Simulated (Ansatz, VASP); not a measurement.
**One calculation of MoN2, two programs**

```xyz
6
Lattice="4.2866 0.0107 0.0000 0.0107 4.2866 0.0000 0.0000 0.0000 2.7284" Properties=species:S:1:pos:R:3 pbc="T T T"
Mo    2.1487    2.1487    0.0000
Mo    0.0000    0.0000    0.0000
N     3.8077    1.6697    1.3642
N     0.4897    2.6277    1.3642
N     1.6614    0.4873    1.3642
N     2.6360    3.8101    1.3642
```

Change from the starting cell: strain +0.0050 x Voigt [0, 0, 0, 0, 0, 1], atoms carried along.

Alike in both runs: task single point; functional PBEsol; k mesh 12 × 12 × 18; occupations gaussian, width 0.15 eV; no spin polarisation.

|  | VASP | Ansatz |
| --- | --- | --- |
| version | VASP 6.6.1 | Ansatz 0.2.0 |
| potentials or method | VASP PAW PBE potentials, release 64 (Mo_sv, N), cutoff 520 eV | scalar-relativistic, plane waves, PAW |
| valence electrons in the cell | 48 | 48 |

Ansatz gave:

| Property | Result |
| --- | --- |
| gap on the k mesh at the Fermi level (eV) | none |
| pressure (GPa) | 0.1 |
| traceless stress, the component that is largest in VASP (GPa) | -1.51 |
| rms of the force components (eV/Å) | 0.026 |

**Question.** Which values does VASP return?

**Answer.** gap on the k mesh at the Fermi level (eV): none; pressure (GPa): 0.8; traceless stress, the component that is largest in VASP (GPa): -1.52; rms of the force components (eV/Å): 0.071.

VASP's potentials were made for PBE, not for PBEsol. Atom by atom the forces differ by 0.058 eV/Å (rms over components). A gap of «none» marks a metal or a gap that the smearing closes.
